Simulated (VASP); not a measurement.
# Hf (P6_3/mmc) in VASP: further runs, part 2 of 2

VASP 6.6.1. Earlier steps stand in the parts before.

## Step 3: Single point, r2SCAN

Contents of POSCAR:

```
Hf
1.0
    3.1987335297      0.0000000000      0.0000000000
   -1.5993667648      2.7701844966      0.0000000000
    0.0000000000      0.0000000000      5.0505021987
Hf
2
Direct
    0.3333333333      0.6666666667      0.2500000000
    0.6666666667      0.3333333333      0.7500000000
```

Contents of INCAR.step1:

```
SYSTEM = Hf
PREC = Accurate
ENCUT = 520
ISMEAR = 0
SIGMA = 0.2
LREAL = .False.
LASPH = .True.
NELM = 60
NBANDS = 17
GGA = PE
ALGO = Normal
EDIFF = 1E-4
LWAVE = .True.
LCHARG = .False.
```

Contents of INCAR.step2:

```
SYSTEM = Hf
PREC = Accurate
ENCUT = 520
EDIFF = 1E-6
ISMEAR = 0
SIGMA = 0.2
LREAL = .False.
LASPH = .True.
NELM = 60
ALGO = Normal
ISIF = 2
LWAVE = .False.
LCHARG = .False.
METAGGA = R2SCAN
LMIXTAU = .True.
NBANDS = 17
ISTART = 1
```

Contents of KPOINTS:

```
regular mesh
0
Gamma
  11 11 6
  0 0 0
```

Potentials or basis: VASP PAW PBE potentials, release 64 (Hf_pv).

Run with:

```bash
cat potpaw_PBE.64/Hf_pv/POTCAR > POTCAR
cp INCAR.step1 INCAR
mpirun -np 1 vasp_std > vasp.out
cp INCAR.step2 INCAR
mpirun -np 1 vasp_std > vasp.out
```

OUTCAR:

```text
SYSTEM = Hf
   PREC = Accurate
   ENCUT = 520
   EDIFF = 1E-6
   ISMEAR = 0
   LREAL = .False.
   LASPH = .True.
   NELM = 60
   ISIF = 2
   METAGGA = R2SCAN
   ISTART = 1

 ion  position               nearest neighbor table
   1  0.333  0.667  0.250-   2 3.13   2 3.13   2 3.13   2 3.13   2 3.13   2 3.13
   2  0.667  0.333  0.750-   1 3.13   1 3.13   1 3.13   1 3.13   1 3.13   1 3.13

  LATTYP: Found a hexagonal cell.
 ALAT       =     3.1987335297
 C/A-ratio  =     1.5789068242

  Lattice vectors:

 A1 = (   3.1987335297,   0.0000000000,   0.0000000000)
 A2 = (  -1.5993667648,   2.7701844966,   0.0000000000)
 A3 = (   0.0000000000,   0.0000000000,   5.0505021987)

Analysis of symmetry for initial positions (statically):
=====================================================================
 Subroutine PRICEL returns:
 Original cell was already a primitive cell.

 Routine SETGRP: Setting up the symmetry group for a
 hexagonal supercell.

 Subroutine GETGRP returns: Found 24 space group operations
 (whereof 12 operations were pure point group operations)
 out of a pool of 24 trial point group operations.

The static configuration has the point symmetry D_3d.
[... 165 lines left out ...]

 val. band max:        4.8198582319   @ k =   0.1818  -0.0000   0.1667
 cond. band min:       4.8484995291   @ k =   0.3636   0.1818   0.3333
 fundamental gap:      0.0286412971
 Fermi energy:         4.8229559317

 k-point     1 :       0.0000    0.0000    0.0000
  band No.  band energies     occupation
      1     -27.4198      2.00000
      2     -26.6552      2.00000
      3     -26.6552      2.00000
      4     -26.5251      2.00000
      5     -26.5251      2.00000
      6     -26.5230      2.00000
[... 457 lines left out ...]
      4     -26.7300      2.00000
      5     -26.6013      2.00000
      6     -26.5880      2.00000
[... 9 lines left out ...]
     16       8.7920      0.00000
     17      11.0366      0.00000

 [... further k-points ...]

------------------------ aborting loop because EDIFF is reached ----------------------------------------

  FORCE on cell =-STRESS in cart. coord.  units (eV):
  Direction    XX          YY          ZZ          XY          YZ          ZX
  --------------------------------------------------------------------------------------
  -------------------------------------------------------------------------------------
  Total       -0.1500947     -0.1500947     -0.1989463     -0.0000000      0.0000000     -0.0000000
  in kB       -5.3734690     -5.3734690     -7.1223799     -0.0000000      0.0000000     -0.0000000
  external PRESSURE =      -5.9564393 kB  Pullay stress =       0.0000000 kB

 VOLUME and BASIS-vectors are now :
 -----------------------------------------------------------------------------
  energy-cutoff  :      520.00
  volume of cell :       44.75
      direct lattice vectors                 reciprocal lattice vectors
     3.198733530  0.000000000  0.000000000     0.312623728  0.180493393  0.000000000
    -1.599366765  2.770184497  0.000000000     0.000000000  0.360986787  0.000000000
     0.000000000  0.000000000  5.050502199     0.000000000  0.000000000  0.198000112

 POSITION                                       TOTAL-FORCE (eV/Angst)
 -----------------------------------------------------------------------------------
     -0.00000      1.84679      1.26263         0.000000     -0.000000      0.000000
      1.59937      0.92339      3.78788        -0.000000      0.000000      0.000000
 -----------------------------------------------------------------------------------
    total drift:                               -0.000000      0.000000     -0.000000

  FREE ENERGIE OF THE ION-ELECTRON SYSTEM (eV)
  ---------------------------------------------------
  free  energy   TOTEN  =       -90.3167384619 eV

  energy  without entropy=      -90.2903597034  energy(sigma->0) =      -90.30354908
```

OUTCAR.step1:

```text
SYSTEM = Hf
   PREC = Accurate
   ENCUT = 520
   ISMEAR = 0
   LREAL = .False.
   LASPH = .True.
[... 705 lines left out ...]
     -0.00000      1.84679      1.26263         0.000000     -0.000000      0.000000
      1.59937      0.92339      3.78788        -0.000000      0.000000      0.000000
 -----------------------------------------------------------------------------------
    total drift:                               -0.000000      0.000000     -0.000000

  FREE ENERGIE OF THE ION-ELECTRON SYSTEM (eV)
  ---------------------------------------------------
  free  energy   TOTEN  =       -19.8650467788 eV

  energy  without entropy=      -19.8314645674  energy(sigma->0) =      -19.84825567
```

OSZICAR.step1:

```text
N       E                     dE             d eps       ncg     rms          rms(c)
DAV:   1     0.517294712897E+02    0.51729E+02   -0.11341E+04  2176   0.112E+03
DAV:   2    -0.185500853903E+02   -0.70280E+02   -0.68461E+02  2824   0.250E+02
DAV:   3    -0.205627025214E+02   -0.20126E+01   -0.19679E+01  2776   0.277E+01
DAV:   4    -0.205808854781E+02   -0.18183E-01   -0.18165E-01  2759   0.305E+00
DAV:   5    -0.205810587018E+02   -0.17322E-03   -0.17321E-03  2812   0.272E-01    0.653E+01
DAV:   6    -0.200570971179E+02    0.52396E+00   -0.49042E-01  2558   0.452E+00    0.387E+01
DAV:   7    -0.198754276227E+02    0.18167E+00   -0.82745E-01  2633   0.563E+00    0.186E+00
DAV:   8    -0.198649538947E+02    0.10474E-01   -0.53090E-02  2575   0.150E+00    0.322E-01
DAV:   9    -0.198650616408E+02   -0.10775E-03   -0.11534E-03  2923   0.241E-01    0.191E-01
DAV:  10    -0.198650467788E+02    0.14862E-04   -0.56932E-05  1527   0.526E-02
   1 F= -.19865047E+02 E0= -.19848256E+02  d E =-.335822E-01
```

Wall time 1.8 min (1 thread of AMD EPYC 9R45 (Zen 5), shared host); peak memory 0.16 GiB.

Results:

* Free energy: -90.3167 eV
* Pressure: -0.6 GPa
* Band gap on the k mesh: zero (bands 10 and 11 overlap by 1.70 eV)

Caveat: the PAW data sets were made with another functional, which shifts forces and pressure a little; spin-orbit coupling is left out, which moves the levels of the heavy elements.

## Step 4: Single point, r2SCAN

POSCAR is that of step 3.

Contents of INCAR.step1:

```
SYSTEM = Hf
ALGO = Normal ; EDIFF = 1E-4
ENCUT = 520 ; GGA = PE
ISMEAR = 0 ; LASPH = .TRUE.
LCHARG = .FALSE. ; LREAL = .FALSE.
LWAVE = .TRUE. ; NBANDS = 17
NELM = 60 ; PREC = Accurate
SIGMA = 0.3
```

Contents of INCAR.step2:

```
SYSTEM = Hf
ALGO = Normal ; EDIFF = 1E-6
ENCUT = 520 ; ISIF = 2
ISMEAR = 0 ; ISTART = 1
LASPH = .TRUE. ; LCHARG = .TRUE.
LELF = .TRUE. ; LMIXTAU = .TRUE.
LREAL = .FALSE. ; LVHAR = .TRUE.
LWAVE = .FALSE. ; METAGGA = R2SCAN
NBANDS = 17 ; NELM = 60
PREC = Accurate ; SIGMA = 0.3
```

Contents of KPOINTS:

```
k-points
0
G
  11 11 6
  0 0 0
```

Run with:

```bash
cat potpaw_PBE.64/Hf_pv/POTCAR > POTCAR
cp INCAR.step1 INCAR
mpirun -np 1 vasp_std > vasp.out
cp INCAR.step2 INCAR
mpirun -np 1 vasp_std > vasp.out
```

It took 1.8 min on 1 thread of AMD EPYC 9R45 (Zen 5), shared host; peak memory 0.16 GiB.

Results (log left out):

| Property | Result |
| --- | --- |
| Free energy | -90.3338 eV |
| Pressure | -0.6 GPa |
| Band gap on the k mesh | zero (bands 10 and 11 overlap by 1.70 eV) |

Stress tensor (GPa, compression positive):
```
-0.55  0.00  0.00
 0.00 -0.55  0.00
 0.00  0.00 -0.70
```

Levels at points of the mesh, in eV from the Fermi level:
| k point | band 6 | band 7 | band 8 | band 9 | band 10 | band 11 | band 12 | band 13 | band 14 | band 15 |
| --- | --- | --- | --- | --- | --- | --- | --- | --- | --- | --- |
| (0.00, 0.00, 0.00) | -31.33 | -7.73 | -3.82 | 0.44 | 1.35 | 1.35 | 1.67 | 2.22 | 2.22 | 2.93 |
| (0.00, 0.00, 0.50) | -31.40 | -5.67 | -5.67 | 0.18 | 0.18 | 1.25 | 1.25 | 1.25 | 1.25 | 5.15 |

Caveat: so wide a smearing shifts energies and pressures; the PAW data sets were made with another functional, which shifts forces and pressure a little; spin-orbit coupling is left out, which moves the levels of the heavy elements.

## Step 5: Single point, r2SCAN

POSCAR is that of step 4.

Contents of INCAR.step1:

```
PREC = Accurate ; ENCUT = 520
ISMEAR = 0 ; SIGMA = 0.6
LREAL = False ; LASPH = True
NELM = 80 ; NBANDS = 17
GGA = PE ; ALGO = Normal
EDIFF = 1E-4 ; LWAVE = True
LCHARG = False
```

Contents of INCAR.step2:

```
PREC = Accurate ; ENCUT = 520
EDIFF = 1E-6 ; ISMEAR = 0
SIGMA = 0.6 ; LREAL = False
LASPH = True ; NELM = 80
ALGO = Normal ; ISIF = 2
LWAVE = False ; LCHARG = False
METAGGA = R2SCAN ; LMIXTAU = True
NBANDS = 17 ; ISTART = 1
```

Contents of KPOINTS:

```
Automatic mesh
0
Gamma
  11 11 6
```

Run with:

```bash
cat potpaw_PBE.64/Hf_pv/POTCAR > POTCAR
cp INCAR.step1 INCAR
mpirun -np 1 vasp_std > vasp.out
cp INCAR.step2 INCAR
mpirun -np 1 vasp_std > vasp.out
```

Wall time 1.7 min (1 thread of AMD EPYC 9R45 (Zen 5), shared host); peak memory 0.16 GiB.

The run converged. Its results:

```yaml
Free_energy: -90.4433 eV
Pressure: -0.2 GPa
Band_gap_on_the_k_mesh: zero (bands 10 and 11 overlap by 1.70 eV)
```

Stress tensor (GPa, compression positive):
```
-0.38  0.00  0.00
 0.00 -0.38  0.00
 0.00  0.00  0.15
```

Levels at points of the mesh, in eV from the Fermi level:
```
           k point  band 6  band 7  band 8  band 9  band 10  band 11  band 12  band 13  band 14  band 15
(0.00, 0.00, 0.00)  -31.26   -7.69   -3.78    0.49     1.40     1.40     1.73     2.27     2.27     2.99
(0.00, 0.00, 0.50)  -31.34   -5.62   -5.62    0.24     0.24     1.30     1.30     1.30     1.30     5.21
```

Caveat: so wide a smearing shifts energies and pressures; the PAW data sets were made with another functional, which shifts forces and pressure a little; spin-orbit coupling is left out, which moves the levels of the heavy elements.

## Step 6: Overview

| smearing | gap on the mesh (eV) | pressure (GPa) |
| --- | --- | --- |
| gaussian 0.1 eV | none | -0.5 |
| gaussian 0.2 eV | none | -0.6 |
| gaussian 0.3 eV | none | -0.6 |
| gaussian 0.6 eV | none | -0.2 |

Alike in all rows: task single point; level r2SCAN; potentials or basis VASP PAW PBE potentials, release 64 (Hf_pv); no spin polarisation; cell as given; k mesh 11 × 11 × 6; cutoff (eV) 520.

Caveats: the PAW data sets were made with another functional, which shifts forces and pressure a little; spin-orbit coupling is left out, which moves the levels of the heavy elements; so wide a smearing shifts energies and pressures (at least some runs).

Absolute energies hang on the potentials; compare differences alone.

The gap in the log of VASP goes by the Fermi energy; the results here count the filled bands.